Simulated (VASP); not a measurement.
Here is a VASP 6.6.1 calculation.

The input INCAR:

```
SYSTEM = Mg
  PREC = Accurate
  ENCUT = 520
  EDIFF = 1E-6
  ISMEAR = 0
  SIGMA = 0.1
  LREAL = .False.
  LASPH = .True.
  NELM = 80
  ALGO = Normal
  ISIF = 2
  LWAVE = .False.
  LCHARG = .False.
  GGA = PE
  NBANDS = 9
```

Contents of KPOINTS:

```
regular mesh
0
Gamma
  6 6 4
  0 0 0
```

File POSCAR:

```
Mg
1.0
    1.7468972210     -2.5240862186      0.0000000000
    1.7468972210      2.5240862186      0.0000000000
    0.0000000000      0.0000000000      5.1869373649
Mg
2
Direct
    0.7500000000      0.2500000000      0.2500560621
    0.2500000000      0.7500000000      0.7499439379
```

Potentials or basis: VASP PAW PBE potentials, release 64 (Mg).

The run is started by

```console
$ cat potpaw_PBE.64/Mg/POTCAR > POTCAR
$ mpirun -np 1 vasp_std > vasp.out
```

Question: Estimate the band gap on the k mesh.

Answer: Zero (band 2 reaches 3.83 eV, above the bottom of band 3 at 1.40 eV).

Question: Estimate the pressure.

Answer: -0.1 GPa.

Stress tensor (GPa, compression positive):
```
-0.08  0.00  0.00
 0.00 -0.35  0.00
 0.00  0.00  0.17
```

Caveat: the k points lie up to 0.36 Å⁻¹ apart.
